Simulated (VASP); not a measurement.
# TiAl (P4/mmm) in VASP: single point with PBEsol

Aim: the single point of TiAl with PBEsol.

Program: VASP 6.6.1. These are calculated values, not measurements. Logs are shortened: lines on timing, memory, paths and dates and some standing lists are left out, and cuts for length are marked.

### Step 1. The cell of the first run

It takes space group P4/mmm (No. 123, tetragonal). The conventional cell has a = 2.794 Å, b = 2.794 Å, c = 4.040 Å, α = 90.00°, β = 90.00°, γ = 90.00°. Ti (site symmetry 4/mmm) has 4 Ti at 2.79 Å and 8 Al at 2.83 Å within 3.7 Å. Al (site symmetry 4/mmm) has 4 Al at 2.79 Å and 8 Ti at 2.83 Å within 3.7 Å.

### Step 2. Single point, PBEsol

The input, INCAR:

```
PREC = Accurate ; ENCUT = 520
EDIFF = 1E-6 ; ISMEAR = 0
SIGMA = 0.1 ; LREAL = False
LASPH = True ; NELM = 60
ALGO = Fast ; ISIF = 2
LWAVE = False ; LCHARG = False
GGA = PS ; NBANDS = 14
```

The input, KPOINTS:

```
regular mesh
0
Gamma
  22 22 16
```

The input, POSCAR:

```
TiAl
1.0
    2.7940484197      0.0000000000      0.0000000000
    0.0000000000      2.7940484197      0.0000000000
    0.0000000000      0.0000000000      4.0403994142
Ti Al
1 1
Direct
    0.5000000000      0.5000000000      0.5000000000
    0.0000000000      0.0000000000      0.0000000000
```

Potentials or basis: VASP PAW PBE potentials, release 64 (Ti_sv, Al).

The run is started by

```
cat potpaw_PBE.64/Ti_sv/POTCAR potpaw_PBE.64/Al/POTCAR > POTCAR
mpirun -np 1 vasp_std > vasp.out
```

OUTCAR:

```text
PREC = Accurate
   ENCUT = 520
   EDIFF = 1E-6
   ISMEAR = 0
   LREAL = False
   LASPH = True
   NELM = 60
   ISIF = 2
   GGA = PS

 ion  position               nearest neighbor table
   1  0.500  0.500  0.500-   2 2.83   2 2.83   2 2.83   2 2.83   2 2.83   2 2.83   2 2.83   2 2.83

   2  0.000  0.000  0.000-   1 2.83   1 2.83   1 2.83   1 2.83   1 2.83   1 2.83   1 2.83   1 2.83

  LATTYP: Found a simple tetragonal cell.
 ALAT       =     2.7940484197
 C/A-ratio  =     1.4460735132

  Lattice vectors:

 A1 = (   2.7940484197,   0.0000000000,   0.0000000000)
 A2 = (   0.0000000000,   2.7940484197,   0.0000000000)
 A3 = (   0.0000000000,   0.0000000000,   4.0403994142)

Analysis of symmetry for initial positions (statically):
=====================================================================
 Subroutine PRICEL returns:
 Original cell was already a primitive cell.

 Routine SETGRP: Setting up the symmetry group for a
 simple tetragonal supercell.

 Subroutine GETGRP returns: Found 16 space group operations
 (whereof 16 operations were pure point group operations)
 out of a pool of 16 trial point group operations.

The static configuration has the point symmetry D_4h.

Analysis of symmetry for dynamics (positions and initial velocities):
=====================================================================
 Subroutine PRICEL returns:
 Original cell was already a primitive cell.

 Routine SETGRP: Setting up the symmetry group for a
 simple tetragonal supercell.

 Subroutine GETGRP returns: Found 16 space group operations
 (whereof 16 operations were pure point group operations)
 out of a pool of 16 trial point group operations.

The dynamic configuration has the point symmetry D_4h.

 Subroutine INISYM returns: Found 16 space group operations
 (whereof 16 operations are pure point group operations),
 and found     1 'primitive' translations

----------------------------------------------------------------------------------------

                                     Primitive cell

  volume of cell :      31.5422

  direct lattice vectors                    reciprocal lattice vectors
     2.794048420  0.000000000  0.000000000     0.357903604  0.000000000  0.000000000
     0.000000000  2.794048420  0.000000000     0.000000000  0.357903604  0.000000000
     0.000000000  0.000000000  4.040399414     0.000000000  0.000000000  0.247500283

  length of vectors
     2.794048420  2.794048420  4.040399414     0.357903604  0.357903604  0.247500283

  position of ions in fractional coordinates (direct lattice)
     0.500000000  0.500000000  0.500000000
     0.000000000  0.000000000  0.000000000

  ion indices of the primitive-cell ions
   primitive index   ion index
                 1           1
                 2           2

----------------------------------------------------------------------------------------

 KPOINTS: regular mesh

Automatic generation of k-mesh.
 Grid dimensions read from file:
 generate k-points for:   22   22   16

 Generating k-lattice:

  Cartesian coordinates                     Fractional coordinates (reciprocal lattice)
     0.016268346  0.000000000  0.000000000     0.045454545  0.000000000  0.000000000
     0.000000000  0.016268346  0.000000000     0.000000000  0.045454545  0.000000000
     0.000000000  0.000000000  0.015468768     0.000000000  0.000000000  0.062500000

  Length of vectors
     0.016268346  0.016268346  0.015468768

  Shift w.r.t. Gamma in fractional coordinates (k-lattice)
     0.000000000  0.000000000  0.000000000

 Subroutine IBZKPT returns following result:
 ===========================================

 Found    702 irreducible k-points:

 Following reciprocal coordinates:
            Coordinates               Weight
  0.000000  0.000000  0.000000      1.000000
  0.045455  0.000000  0.000000      4.000000
  0.090909  0.000000  0.000000      4.000000
  0.136364  0.000000  0.000000      4.000000
  0.181818  0.000000  0.000000      4.000000
  0.227273  0.000000  0.000000      4.000000
[... 16 lines left out ...]
  0.500000  0.045455  0.000000      4.000000
  0.090909  0.090909  0.000000      4.000000
 [... further k-points ...]
   k-points           NKPTS =    702   k-points in BZ     NKDIM =    702   number of bands    NBANDS=     14
   number of dos      NEDOS =    301   number of ions     NIONS =      2
   total plane-waves  NPLWV =  17280
   dimension x,y,z NGX =    24 NGY =   24 NGZ =   30
   dimension x,y,z NGXF=    48 NGYF=   48 NGZF=   60
   ions per type =               1   1
   NGX,Y,Z   is equivalent  to a cutoff of  14.28, 14.28, 12.34 a.u.
   NGXF,Y,Z  is equivalent  to a cutoff of  28.56, 28.56, 24.69 a.u.
 SYSTEM =  unknown system
   PREC   = accura    normal or accurate (medium, high low for compatibility)
   ISTART =      0    job   : 0-new  1-cont  2-samecut
   ICHARG =      2    charge: 1-file 2-atom 10-const
   ISPIN  =      1    spin polarized calculation?
   LNONCOLLINEAR =      F non collinear calculations
   LSORBIT =      F    spin-orbit coupling
   LASPH  =      T    aspherical Exc in radial PAW
   ENCUT  =  520.0 eV  38.22 Ry    6.18 a.u.   5.20  5.20  7.51*2*pi/ulx,y,z
   NELM   =     60;   NELMIN=  2; NELMDL= -5     # of ELM steps
   EDIFF  = 0.1E-05   stopping-criterion for ELM
   LREAL  =      F    real-space projection
   EDIFFG = 0.1E-04   stopping-criterion for IOM
   NSW    =      0    number of steps for IOM
   IBRION =     -1    ionic relax: 0-MD 1-quasi-New 2-CG
   NFREE  =      0    steps in history (QN), initial steepest desc. (CG)
   ISIF   =      2    stress and relaxation
   ISYM   =      2    0-nonsym 1-usesym 2-fastsym
   POTIM  = 0.5000    time-step for ionic-motion
   TEBEG  =    0.0;   TEEND  =   0.0 temperature during run
   PSTRESS=    0.0 pullay stress
   NELECT =      15.0000    total number of electrons
   NUPDOWN=      -1.0000    fix difference up-down
   EMIN   =  10.00;   EMAX   =-10.00  energy-range for DOS
   EFERMI =   0.00;   METHOD = LEGACY
   ISMEAR =     0;   SIGMA  =   0.10  broadening in eV -4-tet -1-fermi 0-gaus
   EFERMI_NEDOS =   21; number of points for ismear=-14 and -15
   IALGO  =     68    algorithm
   IMIX   =      4    mixing-type and parameters
     AMIX     =   0.40;   BMIX     =  1.00
     AMIX_MAG =   1.60;   BMIX_MAG =  1.00
  volume/ion in A,a.u.               =      15.77       106.43
  Fermi-wavevector in a.u.,A,eV,Ry     =   1.277834  2.414757 22.216415  1.632860
  Thomas-Fermi vector in A             =   2.410411
   LORBIT       =      0    0 simple, 1 ext, 2 COOP (PROOUT), +10 PAW based schemes
   GGA     = PS    functional components
   LHFCALC =     F    Hartree Fock is set to
   AEXX    =    0.0000 exact exchange contribution
   IVDW    =     0    specifies the selected vdW correction
   LEPSILON=     F    determine dielectric tensor
   LRPA    =     F    only Hartree local field effects (RPA)
 non-spin polarized calculation
 RMM-DIIS sequential band-by-band and
 Gauss-broadening in eV      SIGMA  =   0.10
  energy-cutoff  :      520.00
  volume of cell :       31.54
 maximum number of plane-waves:       888
 NGX is ok and might be reduce to    24
   NGX = 11   NGY = 11   NGZ = 15

 number of electron      14.9999997 magnetization

 Free energy of the ion-electron system (eV)
  ---------------------------------------------------
  ext. energy  EPLUGINS =         0.00000000
  ---------------------------------------------------
  free energy    TOTEN  =       -13.25296663 eV

  energy without entropy =      -13.24384175  energy(sigma->0) =      -13.24840419

 E-fermi :   8.5199     XC(G=0): -11.2622

 val. band max:        8.5173877445   @ k =   0.4091   0.1364   0.1250
 cond. band min:       8.5225819293   @ k =   0.5000   0.4091   0.1875
 fundamental gap:      0.0051941848
 Fermi energy:         8.5198635306

 k-point     1 :       0.0000    0.0000    0.0000
  band No.  band energies     occupation
      1     -47.8114      2.00000
      2     -24.3125      2.00000
      3     -23.8418      2.00000
      4     -23.8418      2.00000
      5      -0.6351      2.00000
      6       6.5759      2.00000
      7       7.6475      2.00000
      8       8.1721      2.00000
      9      10.7574      0.00000
     10      10.7574      0.00000
     11      11.9306      0.00000
     12      14.8698      0.00000
     13      17.1298      0.00000
     14      17.1298      0.00000

 k-point     2 :       0.0455    0.0000    0.0000
  band No.  band energies     occupation
      1     -47.8101      2.00000
      2     -24.3112      2.00000
      3     -23.8529      2.00000
      4     -23.8409      2.00000
      5      -0.5933      2.00000
      6       6.6110      2.00000
      7       7.6648      2.00000
      8       8.1329      2.00000
      9      10.7647      0.00000
     10      10.8041      0.00000
     11      11.8874      0.00000
     12      14.8673      0.00000
     13      16.3273      0.00000
     14      17.1846      0.00000

 k-point     3 :       0.0909    0.0000    0.0000
  band No.  band energies     occupation
      1     -47.8062      2.00000
      2     -24.3073      2.00000
      3     -23.8853      2.00000
      4     -23.8381      2.00000
      5      -0.4685      2.00000
      6       6.7125      2.00000
      7       7.7119      2.00000
      8       8.0234      2.00000
      9      10.7860      0.00000
     10      10.9377      0.00000
     11      11.7652      0.00000
     12      14.8378      0.00000
     13      15.2750      0.00000
     14      17.3436      0.00000

 k-point     4 :       0.1364    0.0000    0.0000
  band No.  band energies     occupation
      1     -47.8000      2.00000
      2     -24.3012      2.00000
      3     -23.9361      2.00000
      4     -23.8337      2.00000
      5      -0.2621      2.00000
      6       6.8691      2.00000
      7       7.7712      2.00000
      8       7.8630      2.00000
      9      10.8198      0.00000
     10      11.1445      0.00000
     11      11.5828      0.00000
     12      14.1610      0.00000
     13      14.8977      0.00000
     14      17.5942      0.00000

 k-point     5 :       0.1818    0.0000    0.0000
  band No.  band energies     occupation
      1     -47.7920      2.00000
      2     -24.2934      2.00000
      3     -24.0008      2.00000
      4     -23.8281      2.00000
      5       0.0236      2.00000
      6       7.0623      2.00000
      7       7.6731      2.00000
      8       7.8045      2.00000
      9      10.8637      0.00000
     10      11.3638      0.00000
     11      11.4105      0.00000
[... 276 lines left out ...]
 k-point    22 :       0.4545    0.0455    0.0000
  band No.  band energies     occupation
      1     -47.7445      2.00000
      2     -24.3617      2.00000
      3     -24.2470      2.00000
      4     -23.8060      2.00000
      5       3.2473      2.00000
      6       4.7410      2.00000
      7       6.7992      2.00000
      8       8.2656      1.99968
      9      10.2356      0.00000
     10      10.9899      0.00000
     11      12.8861      0.00000
     12      13.7179      0.00000
     13      14.1596      0.00000
     14      16.9351      0.00000

 k-point    23 :       0.5000    0.0455    0.0000
  band No.  band energies     occupation
      1     -47.7431      2.00000
      2     -24.3721      2.00000
      3     -24.2457      2.00000
      4     -23.8051      2.00000
      5       3.9517      2.00000
      6       4.0041      2.00000
      7       6.7762      2.00000
      8       8.3000      1.99813
      9      10.2048      0.00000
     10      10.9997      0.00000
     11      13.0641      0.00000
     12      13.8441      0.00000
     13      14.0405      0.00000
     14      16.7519      0.00000

 k-point    24 :       0.0909    0.0909    0.0000
  band No.  band energies     occupation
      1     -47.8009      2.00000
      2     -24.3022      2.00000
      3     -23.8839      2.00000
      4     -23.8788      2.00000
      5      -0.3032      2.00000
      6       6.8445      2.00000
      7       7.7842      2.00000
      8       7.9296      2.00000
      9      10.5286      0.00000
     10      11.3537      0.00000
     11      11.5802      0.00000
     12      14.8578      0.00000
     13      14.9145      0.00000
     14      16.2948      0.00000

 [... further k-points ...]

------------------------ aborting loop because EDIFF is reached ----------------------------------------

  FORCE on cell =-STRESS in cart. coord.  units (eV):
  Direction    XX          YY          ZZ          XY          YZ          ZX
  --------------------------------------------------------------------------------------
  -------------------------------------------------------------------------------------
  Total        0.0224796      0.0224796      0.0036367      0.0000000     -0.0000000      0.0000000
  in kB        1.1418448      1.1418448      0.1847259      0.0000000     -0.0000000      0.0000000
  external PRESSURE =       0.8228052 kB  Pullay stress =       0.0000000 kB

 VOLUME and BASIS-vectors are now :
 -----------------------------------------------------------------------------
  energy-cutoff  :      520.00
  volume of cell :       31.54
      direct lattice vectors                 reciprocal lattice vectors
     2.794048420  0.000000000  0.000000000     0.357903604  0.000000000  0.000000000
     0.000000000  2.794048420  0.000000000     0.000000000  0.357903604  0.000000000
     0.000000000  0.000000000  4.040399414     0.000000000  0.000000000  0.247500283

 POSITION                                       TOTAL-FORCE (eV/Angst)
 -----------------------------------------------------------------------------------
      1.39702      1.39702      2.02020         0.000000      0.000000      0.000000
      0.00000      0.00000      0.00000         0.000000      0.000000      0.000000
 -----------------------------------------------------------------------------------
    total drift:                                0.000000      0.000000     -0.000000

  FREE ENERGIE OF THE ION-ELECTRON SYSTEM (eV)
  ---------------------------------------------------
  free  energy   TOTEN  =       -13.2529666317 eV

  energy  without entropy=      -13.2438417460  energy(sigma->0) =      -13.24840419
```

Run time: 7.8 min. Hardware: 1 thread of Intel Xeon Platinum 8259CL at 2.50GHz (Skylake/Cascade Lake), shared host; peak memory 0.42 GiB.

Results:

```
Free energy            : -13.2530 eV
Pressure               : 0.1 GPa
Band gap on the k mesh : zero (an odd number of electrons rules out a gap without spin polarisation)
```

Caveat: the PAW data sets were made with another functional, which shifts forces and pressure a little.
